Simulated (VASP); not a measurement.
# GaSb (I-4m2) in VASP: settings compared

GaSb is run at these levels: PBEsol, LDA; tasks: single point.

Program: VASP 6.6.1. These are calculated values, not measurements. Logs are shortened: lines on timing, memory, paths and dates and some standing lists are left out, and cuts for length are marked.

### 1 The cell of the first run

The structure is tetragonal, space group I-4m2 (No. 119). Conventional cell: a = 5.432 Å, b = 5.432 Å, c = 3.138 Å, α = 90.00°, β = 90.00°, γ = 90.00°. Sb (site symmetry -4m2) has 8 Ga at 2.83 to 3.59 Å and 2 Sb at 3.14 Å within 3.7 Å. Within 3.7 Å of Ga (site symmetry -4m2) lie 8 Sb at 2.83 to 3.59 Å and 2 Ga at 3.14 Å.

### 2 Single point, PBEsol

INCAR

```
ALGO = Normal ; EDIFF = 1E-7
ENCUT = 520 ; GGA = PS
ISIF = 2 ; ISMEAR = -1
LASPH = T ; LCHARG = F
LREAL = F ; LWAVE = F
NBANDS = 16 ; NELM = 60
PREC = Accurate ; SIGMA = 0.05
```

KPOINTS

```
k-points
0
Gamma
  10 10 10
```

POSCAR

```
GaSb
1.0
   -2.7162208707      2.7162208707      1.5692083240
    2.7162208707     -2.7162208707      1.5692083240
    2.7162208707      2.7162208707     -1.5692083240
Sb Ga
1 1
Direct
    0.0000000000      0.0000000000      0.0000000000
    0.7500000000      0.2500000000      0.5000000000
```

Potentials or basis: VASP PAW PBE potentials, release 64 (Sb, Ga_d).

On the command line:

```sh
cat potpaw_PBE.64/Sb/POTCAR potpaw_PBE.64/Ga_d/POTCAR > POTCAR
mpirun -np 1 vasp_std > vasp.out
```

OUTCAR:

```text
EDIFF = 1E-7
   ENCUT = 520
   GGA = PS
   ISIF = 2
   ISMEAR = -1
   LASPH = T
   LREAL = F
   NELM = 60
   PREC = Accurate

 ion  position               nearest neighbor table
   1  0.000  0.000  0.000-   2 2.83   2 2.83   2 2.83   2 2.83
   2  0.750  0.250  0.500-   1 2.83   1 2.83   1 2.83   1 2.83

  LATTYP: Found a body centered tetragonal cell.
 ALAT       =     5.4324417414
 C/A-ratio  =     0.5777174975

  Lattice vectors:

 A1 = (  -2.7162208707,   2.7162208707,   1.5692083240)
 A2 = (   2.7162208707,  -2.7162208707,   1.5692083240)
 A3 = (   2.7162208707,   2.7162208707,  -1.5692083240)

Analysis of symmetry for initial positions (statically):
=====================================================================
 Subroutine PRICEL returns:
 Original cell was already a primitive cell.

 Routine SETGRP: Setting up the symmetry group for a
 body centered tetragonal supercell.

 Subroutine GETGRP returns: Found  8 space group operations
 (whereof  8 operations were pure point group operations)
 out of a pool of 16 trial point group operations.

The static configuration has the point symmetry D_2d.

Analysis of symmetry for dynamics (positions and initial velocities):
=====================================================================
 Subroutine PRICEL returns:
 Original cell was already a primitive cell.

 Routine SETGRP: Setting up the symmetry group for a
 body centered tetragonal supercell.

 Subroutine GETGRP returns: Found  8 space group operations
 (whereof  8 operations were pure point group operations)
 out of a pool of 16 trial point group operations.

The dynamic configuration has the point symmetry D_2d.

 Subroutine INISYM returns: Found  8 space group operations
 (whereof  8 operations are pure point group operations),
 and found     1 'primitive' translations

----------------------------------------------------------------------------------------

                                     Primitive cell

  volume of cell :      46.3096

  direct lattice vectors                    reciprocal lattice vectors
    -2.716220871  2.716220871  1.569208324     0.000000000  0.184079287  0.318632008
     2.716220871 -2.716220871  1.569208324     0.184079287  0.000000000  0.318632008
     2.716220871  2.716220871 -1.569208324     0.184079287  0.184079287  0.000000000

  length of vectors
     4.149473027  4.149473027  4.149473027     0.367983071  0.367983071  0.260327424

  position of ions in fractional coordinates (direct lattice)
     0.000000000  0.000000000  0.000000000
     0.750000000  0.250000000  0.500000000

  ion indices of the primitive-cell ions
   primitive index   ion index
                 1           1
                 2           2

----------------------------------------------------------------------------------------

 KPOINTS: k-points

Automatic generation of k-mesh.
 Grid dimensions read from file:
 generate k-points for:   10   10   10

 Generating k-lattice:

  Cartesian coordinates                     Fractional coordinates (reciprocal lattice)
     0.000000000  0.018407929  0.031863201     0.100000000  0.000000000 -0.000000000
     0.018407929  0.000000000  0.031863201     0.000000000  0.100000000 -0.000000000
     0.018407929  0.018407929  0.000000000     0.000000000  0.000000000  0.100000000

  Length of vectors
     0.036798307  0.036798307  0.026032742

  Shift w.r.t. Gamma in fractional coordinates (k-lattice)
     0.000000000  0.000000000  0.000000000

 Subroutine IBZKPT returns following result:
 ===========================================

 Found    102 irreducible k-points:

 Following reciprocal coordinates:
            Coordinates               Weight
  0.000000  0.000000  0.000000      1.000000
  0.100000 -0.000000  0.000000      8.000000
  0.200000 -0.000000  0.000000      8.000000
  0.300000  0.000000  0.000000      8.000000
  0.400000 -0.000000  0.000000      8.000000
  0.500000  0.000000  0.000000      4.000000
[... 16 lines left out ...]
  0.300000  0.300000  0.000000      8.000000
  0.400000  0.300000 -0.000000     16.000000
 [... further k-points ...]
   k-points           NKPTS =    102   k-points in BZ     NKDIM =    102   number of bands    NBANDS=     16
   number of dos      NEDOS =    301   number of ions     NIONS =      2
   total plane-waves  NPLWV =  32768
   dimension x,y,z NGX =    32 NGY =   32 NGZ =   32
   dimension x,y,z NGXF=    64 NGYF=   64 NGZF=   64
   ions per type =               1   1
   NGX,Y,Z   is equivalent  to a cutoff of  12.82, 12.82, 12.82 a.u.
   NGXF,Y,Z  is equivalent  to a cutoff of  25.64, 25.64, 25.64 a.u.
 SYSTEM =  unknown system
   PREC   = accura    normal or accurate (medium, high low for compatibility)
   ISTART =      0    job   : 0-new  1-cont  2-samecut
   ICHARG =      2    charge: 1-file 2-atom 10-const
   ISPIN  =      1    spin polarized calculation?
   LNONCOLLINEAR =      F non collinear calculations
   LSORBIT =      F    spin-orbit coupling
   LASPH  =      T    aspherical Exc in radial PAW
   ENCUT  =  520.0 eV  38.22 Ry    6.18 a.u.   7.72  7.72  7.72*2*pi/ulx,y,z
   NELM   =     60;   NELMIN=  2; NELMDL= -5     # of ELM steps
   EDIFF  = 0.1E-06   stopping-criterion for ELM
   LREAL  =      F    real-space projection
   EDIFFG = 0.1E-05   stopping-criterion for IOM
   NSW    =      0    number of steps for IOM
   IBRION =     -1    ionic relax: 0-MD 1-quasi-New 2-CG
   NFREE  =      0    steps in history (QN), initial steepest desc. (CG)
   ISIF   =      2    stress and relaxation
   ISYM   =      2    0-nonsym 1-usesym 2-fastsym
   POTIM  = 0.5000    time-step for ionic-motion
   TEBEG  =    0.0;   TEEND  =   0.0 temperature during run
   PSTRESS=    0.0 pullay stress
   NELECT =      18.0000    total number of electrons
   NUPDOWN=      -1.0000    fix difference up-down
   EMIN   =  10.00;   EMAX   =-10.00  energy-range for DOS
   EFERMI =   0.00;   METHOD = LEGACY
   ISMEAR =    -1;   SIGMA  =   0.05  broadening in eV -4-tet -1-fermi 0-gaus
   EFERMI_NEDOS =   21; number of points for ismear=-14 and -15
   IALGO  =     38    algorithm
   IMIX   =      4    mixing-type and parameters
     AMIX     =   0.40;   BMIX     =  1.00
     AMIX_MAG =   1.60;   BMIX_MAG =  1.00
  volume/ion in A,a.u.               =      23.15       156.26
  Fermi-wavevector in a.u.,A,eV,Ry     =   1.194746  2.257742 19.421186  1.427417
  Thomas-Fermi vector in A             =   2.330728
   LORBIT       =      0    0 simple, 1 ext, 2 COOP (PROOUT), +10 PAW based schemes
   GGA     = PS    functional components
   LHFCALC =     F    Hartree Fock is set to
   AEXX    =    0.0000 exact exchange contribution
   IVDW    =     0    specifies the selected vdW correction
   LEPSILON=     F    determine dielectric tensor
   LRPA    =     F    only Hartree local field effects (RPA)
 non-spin polarized calculation
  energy-cutoff  :      520.00
  volume of cell :       46.31
 maximum number of plane-waves:      1269
   NGX = 15   NGY = 15   NGZ = 15

 number of electron      18.0000015 magnetization

 Free energy of the ion-electron system (eV)
  ---------------------------------------------------
  ext. energy  EPLUGINS =         0.00000000
  ---------------------------------------------------
  free energy    TOTEN  =        -7.89275199 eV

  energy without entropy =       -7.88766777  energy(sigma->0) =       -7.89020988

 E-fermi :   6.8781     XC(G=0): -10.5480

 val. band max:        6.8680177258   @ k =  -0.2000  -0.2000   0.1000
 cond. band min:       6.8870992509   @ k =   0.5000   0.5000   0.0000
 fundamental gap:      0.0190815252
 Fermi energy:         6.8781256176

 k-point     1 :       0.0000    0.0000    0.0000
  band No.  band energies     occupation
      1      -8.0388      2.00000
      2      -7.9552      2.00000
      3      -7.9482      2.00000
      4      -7.9147      2.00000
      5      -7.9147      2.00000
      6      -5.3874      2.00000
[... 8 lines left out ...]
     15      16.9229      0.00000
     16      17.7511      0.00000

 k-point     2 :       0.1000   -0.0000    0.0000
  band No.  band energies     occupation
      1      -8.0249      2.00000
      2      -7.9568      2.00000
      3      -7.9459      2.00000
      4      -7.9207      2.00000
      5      -7.9206      2.00000
      6      -5.1889      2.00000
[... 8 lines left out ...]
     15      16.3248      0.00000
     16      16.7429      0.00000

 k-point     3 :       0.2000   -0.0000    0.0000
  band No.  band energies     occupation
      1      -7.9892      2.00000
      2      -7.9609      2.00000
      3      -7.9436      2.00000
      4      -7.9357      2.00000
      5      -7.9324      2.00000
      6      -4.5968      2.00000
[... 8 lines left out ...]
     15      15.0117      0.00000
     16      16.6076      0.00000

 k-point     4 :       0.3000    0.0000    0.0000
  band No.  band energies     occupation
      1      -7.9746      2.00000
      2      -7.9595      2.00000
      3      -7.9562      2.00000
      4      -7.9351      2.00000
      5      -7.9281      2.00000
      6      -3.6326      2.00000
[... 8 lines left out ...]
     15      14.2221      0.00000
     16      17.4169      0.00000
[... 324 lines left out ...]
 k-point    22 :      -0.2000    0.2000    0.0000
  band No.  band energies     occupation
      1      -8.0344      2.00000
      2      -7.9635      2.00000
      3      -7.9434      2.00000
      4      -7.9156      2.00000
      5      -7.9110      2.00000
      6      -5.0270      2.00000
[... 8 lines left out ...]
     15      16.1377      0.00000
     16      17.1586      0.00000

 k-point    23 :       0.3000    0.3000    0.0000
  band No.  band energies     occupation
      1      -7.9872      2.00000
      2      -7.9748      2.00000
      3      -7.9652      2.00000
      4      -7.9201      2.00000
      5      -7.8991      2.00000
      6      -1.5244      2.00000
[... 8 lines left out ...]
     15      15.9641      0.00000
     16      17.7081      0.00000

 k-point    24 :       0.4000    0.3000   -0.0000
  band No.  band energies     occupation
      1      -7.9830      2.00000
      2      -7.9617      2.00000
      3      -7.9529      2.00000
      4      -7.9327      2.00000
      5      -7.9224      2.00000
      6      -2.4350      2.00000
[... 8 lines left out ...]
     15      16.6997      0.00000
     16      17.6874      0.00000

 [... further k-points ...]
[... 5 lines left out ...]
  --------------------------------------------------------------------------------------
  -------------------------------------------------------------------------------------
  Total       -0.0892365     -0.0892365     -0.3823531      0.0000000      0.0000000      0.0000000
  in kB       -3.0873235     -3.0873235    -13.2283129      0.0000000      0.0000000      0.0000000
  external PRESSURE =      -6.4676533 kB  Pullay stress =       0.0000000 kB

 VOLUME and BASIS-vectors are now :
 -----------------------------------------------------------------------------
  energy-cutoff  :      520.00
  volume of cell :       46.31
      direct lattice vectors                 reciprocal lattice vectors
    -2.716220871  2.716220871  1.569208324     0.000000000  0.184079287  0.318632008
     2.716220871 -2.716220871  1.569208324     0.184079287  0.000000000  0.318632008
     2.716220871  2.716220871 -1.569208324     0.184079287  0.184079287  0.000000000

 POSITION                                       TOTAL-FORCE (eV/Angst)
 -----------------------------------------------------------------------------------
      0.00000      0.00000      0.00000        -0.000000      0.000000     -0.000000
     -0.00000      2.71622      0.78460         0.000000     -0.000000      0.000000
 -----------------------------------------------------------------------------------
    total drift:                               -0.000000      0.000000      0.000000

  FREE ENERGIE OF THE ION-ELECTRON SYSTEM (eV)
  ---------------------------------------------------
  free  energy   TOTEN  =        -7.8927519925 eV

  energy  without entropy=       -7.8876677660  energy(sigma->0) =       -7.89020988
```

Wall time 33 s (1 thread of Intel Xeon 6975P-C (Granite Rapids), shared host); peak memory 0.22 GiB.

Results:

```yaml
Free_energy: -7.8928 eV
Pressure: -0.6 GPa
Band_gap_on_the_k_mesh: zero (bands 9 and 10 overlap by 4.66 eV)
```

Stress tensor (GPa, compression positive):
```
-0.31  0.00  0.00
 0.00 -0.31  0.00
 0.00  0.00 -1.32
```

Levels at points of the mesh, in eV from the Fermi level:
| k point | band 6 | band 7 | band 8 | band 9 | band 10 | band 11 | band 12 | band 13 |
| --- | --- | --- | --- | --- | --- | --- | --- | --- |
| (0.00, 0.00, 0.00) | -12.27 | -2.82 | -1.96 | -1.96 | 3.32 | 5.23 | 7.32 | 7.32 |
| (0.50, 0.00, 0.00) | -8.40 | -5.82 | -2.47 | -1.58 | -1.21 | 2.32 | 3.38 | 5.28 |
| (0.50, 0.50, 0.00) | -10.70 | -8.29 | 0.01 | 1.79 | 2.26 | 2.40 | 4.69 | 6.63 |
| (0.50, 0.50, 0.50) | -9.43 | -6.03 | -5.22 | -5.22 | 3.52 | 4.99 | 10.80 | 10.80 |

Caveat: the PAW data sets were made with another functional, which shifts forces and pressure a little; spin-orbit coupling is left out, which moves the levels of the heavy elements.

### 3 Single point, LDA

This run uses another cell than the first one, of 23.64 Å³/atom.

INCAR

```
  PREC = Accurate
  ENCUT = 520
  EDIFF = 1E-6
  ISMEAR = -1
  SIGMA = 0.05
  LREAL = False
  LASPH = True
  NELM = 100
  ALGO = Normal
  ISIF = 2
  LWAVE = False
  LCHARG = False
  NBANDS = 16
```

KPOINTS

```
regular mesh
0
Gamma
  10 10 10
```

POSCAR

```
GaSb
1.0
   -2.7349540204      2.7349540204      1.5800307924
    2.7349540204     -2.7349540204      1.5800307924
    2.7349540204      2.7349540204     -1.5800307924
Sb Ga
1 1
Direct
    0.0000000000      0.0000000000      0.0000000000
    0.7500000000      0.2500000000      0.5000000000
```

Potentials or basis: VASP PAW LDA potentials, release 64 (Sb, Ga_d).

On the command line:

```sh
cat potpaw_LDA.64/Sb/POTCAR potpaw_LDA.64/Ga_d/POTCAR > POTCAR
mpirun -np 1 vasp_std > vasp.out
```

It took 24 s on 1 thread of Intel Xeon 6975P-C (Granite Rapids), shared host; peak memory 0.21 GiB.

It converged, with:

```yaml
Free_energy: -8.3583 eV
Pressure: -3.3 GPa
Band_gap_on_the_k_mesh: zero (bands 9 and 10 overlap by 4.55 eV)
```

Stress tensor (GPa, compression positive):
```
-3.13  0.00  0.00
 0.00 -3.13  0.00
 0.00  0.00 -3.65
```

Levels at points of the mesh, in eV from the Fermi level:
```
           k point  band 5  band 6  band 7  band 8  band 9  band 10  band 11  band 12  band 13  band 14
(0.00, 0.00, 0.00)  -14.89  -12.08   -2.94   -1.87   -1.87     3.49     5.06     7.16     7.16     7.51
(0.50, 0.00, 0.00)  -14.86   -8.37   -5.68   -2.46   -1.49    -1.15     2.44     3.31     5.19     8.10
(0.50, 0.50, 0.00)  -14.88  -10.58   -8.13    0.03    1.81     2.18     2.40     4.59     6.56     8.41
(0.50, 0.50, 0.50)  -14.88   -9.39   -5.98   -5.02   -5.02     3.47     4.96    10.46    10.46    12.40
```

Caveat: the cell stands under tension; spin-orbit coupling is left out, which moves the levels of the heavy elements.

### 4 Single point, PBEsol

This run uses another cell than the first one, of 23.64 Å³/atom.

INCAR

```
SYSTEM = GaSb
  PREC = Accurate
  ENCUT = 520
  EDIFF = 1E-6
  ISMEAR = -1
  SIGMA = 0.05
  LREAL = .False.
  LASPH = .True.
  NELM = 80
  ALGO = Normal
  ISIF = 2
  LWAVE = .False.
  LCHARG = .False.
  GGA = PS
  NBANDS = 16
```

KPOINTS

```
regular mesh
0
Gamma
  10 10 10
  0 0 0
```

POSCAR is that of step 3.

Potentials or basis: VASP PAW PBE potentials, release 64 (Sb, Ga_d).

On the command line:

```sh
cat potpaw_PBE.64/Sb/POTCAR potpaw_PBE.64/Ga_d/POTCAR > POTCAR
mpirun -np 1 vasp_std > vasp.out
```

It took 28 s on 1 thread of Intel Xeon 6975P-C (Granite Rapids), shared host; peak memory 0.22 GiB.

It converged, with:

```
Free energy            : -7.8853 eV
Pressure               : -1.9 GPa
Band gap on the k mesh : zero (bands 9 and 10 overlap by 4.59 eV)
```

Stress tensor (GPa, compression positive):
```
-1.62  0.00  0.00
 0.00 -1.62  0.00
 0.00  0.00 -2.50
```

Levels at points of the mesh, in eV from the Fermi level:
| k point | band 5 | band 6 | band 7 | band 8 | band 9 | band 10 | band 11 | band 12 | band 13 | band 14 |
| --- | --- | --- | --- | --- | --- | --- | --- | --- | --- | --- |
| (0.00, 0.00, 0.00) | -14.76 | -12.10 | -2.87 | -1.90 | -1.90 | 3.37 | 5.11 | 7.22 | 7.22 | 7.60 |
| (0.50, 0.00, 0.00) | -14.73 | -8.35 | -5.71 | -2.45 | -1.52 | -1.17 | 2.36 | 3.33 | 5.21 | 8.10 |
| (0.50, 0.50, 0.00) | -14.75 | -10.58 | -8.14 | 0.02 | 1.80 | 2.21 | 2.38 | 4.61 | 6.59 | 8.46 |
| (0.50, 0.50, 0.50) | -14.75 | -9.37 | -5.96 | -5.08 | -5.08 | 3.47 | 4.96 | 10.58 | 10.58 | 12.73 |

Caveat: the PAW data sets were made with another functional, which shifts forces and pressure a little; spin-orbit coupling is left out, which moves the levels of the heavy elements.

### 5 Overview

| level | potentials or basis | cell | gap on the mesh (eV) | pressure (GPa) |
| --- | --- | --- | --- | --- |
| PBEsol | VASP PAW PBE potentials, release 64 (Sb, Ga_d) | a = 4.149 Å, angles 98.2, 98.2, 135.6°, 2 atoms | none | -0.6 |
| LDA | VASP PAW LDA potentials, release 64 (Sb, Ga_d) | a = 4.178 Å, angles 98.2, 98.2, 135.6°, 2 atoms | none | -3.3 |
| PBEsol | VASP PAW PBE potentials, release 64 (Sb, Ga_d) | a = 4.178 Å, angles 98.2, 98.2, 135.6°, 2 atoms | none | -1.9 |

Alike in all rows: task single point; no spin polarisation; k mesh 10 × 10 × 10; cutoff (eV) 520; smearing fermi-dirac 0.05 eV.

Caveats: spin-orbit coupling is left out, which moves the levels of the heavy elements; the PAW data sets were made with another functional, which shifts forces and pressure a little (at least some runs); the cell stands under tension (at least some runs).

Total energies depend on the potentials used, so only differences within one code and one set of settings carry meaning.

The gap in the log of VASP goes by the Fermi energy; the results here count the filled bands.